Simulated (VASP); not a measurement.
# Si (Fd-3m) in VASP: notebook

Aim: see how the results for Si move with the level of theory and the settings. Levels: PBE, r2SCAN. Tasks: single point.

All numbers are computed with VASP 6.6.1; they aren't measurements. Logs are shortened: lines on timing, memory, paths and dates and some standing lists are left out, and cuts for length are marked.

## (1) The cell of the first run

It takes space group Fd-3m (No. 227, cubic). Conventional cell: a = 5.420 Å, b = 5.420 Å, c = 5.420 Å, α = 90.00°, β = 90.00°, γ = 90.00°. Si (site symmetry -43m) has 4 Si at 2.35 Å within 3.1 Å.

## (2) Single point, PBE (strain -0.4%)

The input, INCAR:

```
SYSTEM = Si
PREC = Accurate
ENCUT = 520
EDIFF = 1E-7
ISMEAR = -1
SIGMA = 0.02
LREAL = .FALSE.
LASPH = .TRUE.
NELM = 60
ALGO = Normal
ISIF = 2
LWAVE = .FALSE.
LCHARG = .FALSE.
GGA = PE
NBANDS = 11
```

The input, KPOINTS:

```
Automatic mesh
0
G
  8 8 8
  0 0 0
```

The input, POSCAR:

```
Si
1.0
    0.0000000000      2.7101415730      2.7101415730
    2.7101415730      0.0000000000      2.7101415730
    2.7101415730      2.7101415730      0.0000000000
Si
2
Direct
    0.0000000000      0.0000000000      0.0000000000
    0.2500000000      0.2500000000      0.2500000000
```

Potentials or basis: VASP PAW PBE potentials, release 64 (Si).

On the command line:

```bash
> cat potpaw_PBE.64/Si/POTCAR > POTCAR
> mpirun -np 1 vasp_std > vasp.out
```

OUTCAR:

```text
SYSTEM = Si
   PREC = Accurate
   ENCUT = 520
   EDIFF = 1E-7
   ISMEAR = -1
   LREAL = .FALSE.
   LASPH = .TRUE.
   NELM = 60
   ISIF = 2
   GGA = PE

 ion  position               nearest neighbor table
   1  0.000  0.000  0.000-   2 2.35   2 2.35   2 2.35   2 2.35
   2  0.250  0.250  0.250-   1 2.35   1 2.35   1 2.35   1 2.35

  LATTYP: Found a face centered cubic cell.
 ALAT       =     5.4202831460

  Lattice vectors:

 A1 = (   0.0000000000,   2.7101415730,   2.7101415730)
 A2 = (   2.7101415730,   0.0000000000,   2.7101415730)
 A3 = (   2.7101415730,   2.7101415730,   0.0000000000)

Analysis of symmetry for initial positions (statically):
=====================================================================
 Subroutine PRICEL returns:
 Original cell was already a primitive cell.

 Routine SETGRP: Setting up the symmetry group for a
 face centered cubic supercell.

 Subroutine GETGRP returns: Found 48 space group operations
 (whereof 24 operations were pure point group operations)
 out of a pool of 48 trial point group operations.

The static configuration has the point symmetry T_d .
 The point group associated with its full space group is O_h .

Analysis of symmetry for dynamics (positions and initial velocities):
=====================================================================
 Subroutine PRICEL returns:
 Original cell was already a primitive cell.

 Routine SETGRP: Setting up the symmetry group for a
 face centered cubic supercell.

 Subroutine GETGRP returns: Found 48 space group operations
 (whereof 24 operations were pure point group operations)
 out of a pool of 48 trial point group operations.

The dynamic configuration has the point symmetry T_d .
 The point group associated with its full space group is O_h .

 Subroutine INISYM returns: Found 48 space group operations
 (whereof 24 operations are pure point group operations),
 and found     1 'primitive' translations

----------------------------------------------------------------------------------------

                                     Primitive cell

  volume of cell :      39.8113

  direct lattice vectors                    reciprocal lattice vectors
     0.000000000  2.710141573  2.710141573    -0.184492207  0.184492207  0.184492207
     2.710141573  0.000000000  2.710141573     0.184492207 -0.184492207  0.184492207
     2.710141573  2.710141573  0.000000000     0.184492207  0.184492207 -0.184492207

  length of vectors
     3.832718968  3.832718968  3.832718968     0.319549876  0.319549876  0.319549876

  position of ions in fractional coordinates (direct lattice)
     0.000000000  0.000000000  0.000000000
     0.250000000  0.250000000  0.250000000

  ion indices of the primitive-cell ions
   primitive index   ion index
                 1           1
                 2           2

----------------------------------------------------------------------------------------

 KPOINTS: Automatic mesh

Automatic generation of k-mesh.
 Grid dimensions read from file:
 generate k-points for:    8    8    8

 Generating k-lattice:

  Cartesian coordinates                     Fractional coordinates (reciprocal lattice)
    -0.023061526  0.023061526  0.023061526     0.125000000  0.000000000  0.000000000
     0.023061526 -0.023061526  0.023061526     0.000000000  0.125000000  0.000000000
     0.023061526  0.023061526 -0.023061526     0.000000000  0.000000000  0.125000000

  Length of vectors
     0.039943735  0.039943735  0.039943735

  Shift w.r.t. Gamma in fractional coordinates (k-lattice)
     0.000000000  0.000000000  0.000000000

 Subroutine IBZKPT returns following result:
 ===========================================

 Found     29 irreducible k-points:

 Following reciprocal coordinates:
            Coordinates               Weight
  0.000000  0.000000  0.000000      1.000000
  0.125000  0.000000  0.000000      8.000000
  0.250000  0.000000  0.000000      8.000000
  0.375000  0.000000  0.000000      8.000000
  0.500000  0.000000  0.000000      4.000000
  0.125000  0.125000  0.000000      6.000000
[... 16 lines left out ...]
  0.500000  0.250000  0.125000     48.000000
 -0.375000  0.250000  0.125000     24.000000
 [... further k-points ...]
   k-points           NKPTS =     29   k-points in BZ     NKDIM =     29   number of bands    NBANDS=     11
   number of dos      NEDOS =    301   number of ions     NIONS =      2
   total plane-waves  NPLWV =  27000
   dimension x,y,z NGX =    30 NGY =   30 NGZ =   30
   dimension x,y,z NGXF=    60 NGYF=   60 NGZF=   60
   ions per type =               2
   NGX,Y,Z   is equivalent  to a cutoff of  13.01, 13.01, 13.01 a.u.
   NGXF,Y,Z  is equivalent  to a cutoff of  26.03, 26.03, 26.03 a.u.
 SYSTEM =  Si
   PREC   = accura    normal or accurate (medium, high low for compatibility)
   ISTART =      0    job   : 0-new  1-cont  2-samecut
   ICHARG =      2    charge: 1-file 2-atom 10-const
   ISPIN  =      1    spin polarized calculation?
   LNONCOLLINEAR =      F non collinear calculations
   LSORBIT =      F    spin-orbit coupling
   LASPH  =      T    aspherical Exc in radial PAW
   ENCUT  =  520.0 eV  38.22 Ry    6.18 a.u.   7.13  7.13  7.13*2*pi/ulx,y,z
   NELM   =     60;   NELMIN=  2; NELMDL= -5     # of ELM steps
   EDIFF  = 0.1E-06   stopping-criterion for ELM
   LREAL  =      F    real-space projection
   EDIFFG = 0.1E-05   stopping-criterion for IOM
   NSW    =      0    number of steps for IOM
   IBRION =     -1    ionic relax: 0-MD 1-quasi-New 2-CG
   NFREE  =      0    steps in history (QN), initial steepest desc. (CG)
   ISIF   =      2    stress and relaxation
   ISYM   =      2    0-nonsym 1-usesym 2-fastsym
   POTIM  = 0.5000    time-step for ionic-motion
   TEBEG  =    0.0;   TEEND  =   0.0 temperature during run
   PSTRESS=    0.0 pullay stress
   NELECT =       8.0000    total number of electrons
   NUPDOWN=      -1.0000    fix difference up-down
   EMIN   =  10.00;   EMAX   =-10.00  energy-range for DOS
   EFERMI =   0.00;   METHOD = LEGACY
   ISMEAR =    -1;   SIGMA  =   0.02  broadening in eV -4-tet -1-fermi 0-gaus
   EFERMI_NEDOS =   21; number of points for ismear=-14 and -15
   IALGO  =     38    algorithm
   IMIX   =      4    mixing-type and parameters
     AMIX     =   0.40;   BMIX     =  1.00
     AMIX_MAG =   1.60;   BMIX_MAG =  1.00
  volume/ion in A,a.u.               =      19.91       134.33
  Fermi-wavevector in a.u.,A,eV,Ry     =   0.958892  1.812042 12.510191  0.919473
  Thomas-Fermi vector in A             =   2.088039
   LORBIT       =      0    0 simple, 1 ext, 2 COOP (PROOUT), +10 PAW based schemes
   GGA     = PE    functional components
   LHFCALC =     F    Hartree Fock is set to
   AEXX    =    0.0000 exact exchange contribution
   IVDW    =     0    specifies the selected vdW correction
   LEPSILON=     F    determine dielectric tensor
   LRPA    =     F    only Hartree local field effects (RPA)
 non-spin polarized calculation
  energy-cutoff  :      520.00
  volume of cell :       39.81
 maximum number of plane-waves:      1090
 NGX is ok and might be reduce to    30
   NGX = 15   NGY = 15   NGZ = 15

 number of electron       8.0000000 magnetization

 Free energy of the ion-electron system (eV)
  ---------------------------------------------------
  ext. energy  EPLUGINS =         0.00000000
  ---------------------------------------------------
  free energy    TOTEN  =       -10.83777220 eV

  energy without entropy =      -10.83777220  energy(sigma->0) =      -10.83777220

 E-fermi :   6.1821     XC(G=0):  -9.4307

 val. band max:        5.8858225468   @ k =   0.0000   0.0000   0.0000
 cond. band min:       6.4922658947   @ k =   0.3750   0.3750   0.0000
 fundamental gap:      0.6064433479
 Fermi energy:         6.1821468657

 k-point     1 :       0.0000    0.0000    0.0000
  band No.  band energies     occupation
      1      -6.1116      2.00000
      2       5.8858      2.00000
      3       5.8858      2.00000
      4       5.8858      2.00000
      5       8.4533      0.00000
      6       8.4533      0.00000
      7       8.4533      0.00000
      8       9.3264      0.00000
      9      13.6080      0.00000
     10      13.6080      0.00000
     11      13.8688      0.00000

 k-point     2 :       0.1250    0.0000    0.0000
  band No.  band energies     occupation
      1      -5.9064      2.00000
      2       4.2870      2.00000
      3       5.5957      2.00000
      4       5.5957      2.00000
      5       8.4069      0.00000
      6       8.8797      0.00000
      7       8.8797      0.00000
      8      10.6554      0.00000
      9      13.1242      0.00000
     10      13.1242      0.00000
     11      14.6584      0.00000

 k-point     3 :       0.2500    0.0000    0.0000
  band No.  band energies     occupation
      1      -5.3077      2.00000
      2       1.9510      2.00000
      3       5.1236      2.00000
      4       5.1236      2.00000
      5       7.9374      0.00000
      6       9.3972      0.00000
      7       9.3972      0.00000
      8      12.8576      0.00000
      9      13.0828      0.00000
     10      13.0828      0.00000
     11      14.9014      0.00000

 k-point     4 :       0.3750    0.0000    0.0000
  band No.  band energies     occupation
      1      -4.4086      2.00000
      2      -0.0783      2.00000
      3       4.7959      2.00000
      4       4.7959      2.00000
      5       7.5744      0.00000
      6       9.3365      0.00000
      7       9.3365      0.00000
      8      13.7827      0.00000
      9      14.4792      0.00000
     10      14.4792      0.00000
     11      15.6298      0.00000
[... 239 lines left out ...]
 k-point    22 :       0.3750    0.2500    0.1250
  band No.  band energies     occupation
      1      -4.7753      2.00000
      2       1.5944      2.00000
      3       3.1593      2.00000
      4       4.4531      2.00000
      5       8.3358      0.00000
      6       9.8113      0.00000
      7      10.0768      0.00000
      8      11.4049      0.00000
      9      13.6972      0.00000
     10      16.1845      0.00000
     11      17.0123      0.00000

 k-point    23 :       0.5000    0.2500    0.1250
  band No.  band energies     occupation
      1      -3.8817      2.00000
      2       0.0338      2.00000
      3       2.5507      2.00000
      4       3.9480      2.00000
      5       8.7673      0.00000
      6       9.4476      0.00000
      7      10.9173      0.00000
      8      11.8383      0.00000
      9      14.9325      0.00000
     10      15.6504      0.00000
     11      17.9140      0.00000

 k-point    24 :      -0.3750    0.2500    0.1250
  band No.  band energies     occupation
      1      -3.2243      2.00000
      2      -0.9183      2.00000
      3       2.4227      2.00000
      4       3.7165      2.00000
      5       8.9669      0.00000
      6       9.0136      0.00000
      7      11.8151      0.00000
      8      13.0173      0.00000
      9      13.3088      0.00000
     10      16.4885      0.00000
     11      17.6279      0.00000

 [... further k-points ...]
[... 5 lines left out ...]
  --------------------------------------------------------------------------------------
  -------------------------------------------------------------------------------------
  Total        0.6251872      0.6251872      0.6251872     -0.0000000     -0.0000000      0.0000000
  in kB       25.1602381     25.1602381     25.1602381     -0.0000000     -0.0000000      0.0000000
  external PRESSURE =      25.1602381 kB  Pullay stress =       0.0000000 kB

 VOLUME and BASIS-vectors are now :
 -----------------------------------------------------------------------------
  energy-cutoff  :      520.00
  volume of cell :       39.81
      direct lattice vectors                 reciprocal lattice vectors
     0.000000000  2.710141573  2.710141573    -0.184492207  0.184492207  0.184492207
     2.710141573  0.000000000  2.710141573     0.184492207 -0.184492207  0.184492207
     2.710141573  2.710141573  0.000000000     0.184492207  0.184492207 -0.184492207

 POSITION                                       TOTAL-FORCE (eV/Angst)
 -----------------------------------------------------------------------------------
      0.00000      0.00000      0.00000        -0.000000      0.000000     -0.000000
      1.35507      1.35507      1.35507         0.000000     -0.000000      0.000000
 -----------------------------------------------------------------------------------
    total drift:                               -0.000000     -0.000000     -0.000000

  FREE ENERGIE OF THE ION-ELECTRON SYSTEM (eV)
  ---------------------------------------------------
  free  energy   TOTEN  =       -10.8377721990 eV

  energy  without entropy=      -10.8377721962  energy(sigma->0) =      -10.83777220
```

Wall time 11 s (1 thread of Intel Xeon 6975P-C, shared host); peak memory 0.16 GiB.

What came out:

```
Free energy            : -10.8378 eV
Pressure               : 2.5 GPa
Band gap on the k mesh : 0.61 eV, indirect (least direct gap 2.57 eV)
```

Caveat: the cell differs from its parent crystal (strain -0.4%).

## (3) Single point, r2SCAN (strain -0.4%)

POSCAR is that of step 2.

The input, INCAR.step1:

```
PREC     = Accurate       # precision mode
ENCUT    = 520            # plane-wave cutoff, eV
ISMEAR   = 0              # smearing method
SIGMA    = 0.01           # smearing width, eV
LREAL    = False          # projectors in reciprocal space
LASPH    = True           # aspherical terms in the spheres
NELM     = 60             # most SCF steps
NBANDS   = 11             # bands
GGA      = PE             # functional
ALGO     = Normal         # electronic algorithm
EDIFF    = 1E-4           # SCF threshold, eV
LWAVE    = True           # write WAVECAR
LCHARG   = False          # write CHGCAR
```

The input, INCAR.step2:

```
PREC     = Accurate       # precision mode
ENCUT    = 520            # plane-wave cutoff, eV
EDIFF    = 1E-6           # SCF threshold, eV
ISMEAR   = 0              # smearing method
SIGMA    = 0.01           # smearing width, eV
LREAL    = False          # projectors in reciprocal space
LASPH    = True           # aspherical terms in the spheres
NELM     = 60             # most SCF steps
ALGO     = Normal         # electronic algorithm
ISIF     = 2              # what is computed and relaxed
LWAVE    = False          # write WAVECAR
LCHARG   = True           # write CHGCAR
METAGGA  = R2SCAN         # meta-GGA
LMIXTAU  = True         
LELF     = True           # ELF
LVHAR    = True         
NBANDS   = 11             # bands
ISTART   = 1
```

The input, KPOINTS:

```
regular mesh
0
Gamma
  8 8 8
```

Potentials or basis: VASP PAW PBE potentials, release 64 (Si).

On the command line:

```bash
> cat potpaw_PBE.64/Si/POTCAR > POTCAR
> cp INCAR.step1 INCAR
> mpirun -np 1 vasp_std > vasp.out
> cp INCAR.step2 INCAR
> mpirun -np 1 vasp_std > vasp.out
```

Run time: 41 s. Hardware: 1 thread of Intel Xeon 6975P-C, shared host; peak memory 0.16 GiB.

It converged, with:

* Free energy: -17.5458 eV
* Pressure: 1.1 GPa
* Band gap on the k mesh: 0.81 eV, indirect (least direct gap 2.76 eV)

Levels at points of the mesh, in eV from the valence-band top:
```csv
k point,band 1,band 2,band 3,band 4,band 5,band 6,band 7,band 8,band 9
"(0.00, 0.00, 0.00)",-12.57,0.00,0.00,0.00,2.76,2.76,2.76,4.06,8.13
"(0.50, 0.00, 0.00)",-10.10,-7.30,-1.28,-1.28,1.91,3.58,3.58,8.35,11.18
"(0.50, 0.50, 0.00)",-8.18,-8.18,-3.03,-3.03,0.91,0.91,10.94,10.94,11.64
```

Caveat: the cell differs from its parent crystal (strain -0.4%); the PAW data sets were made with another functional, which shifts forces and pressure a little. A k mesh can miss the band edges.
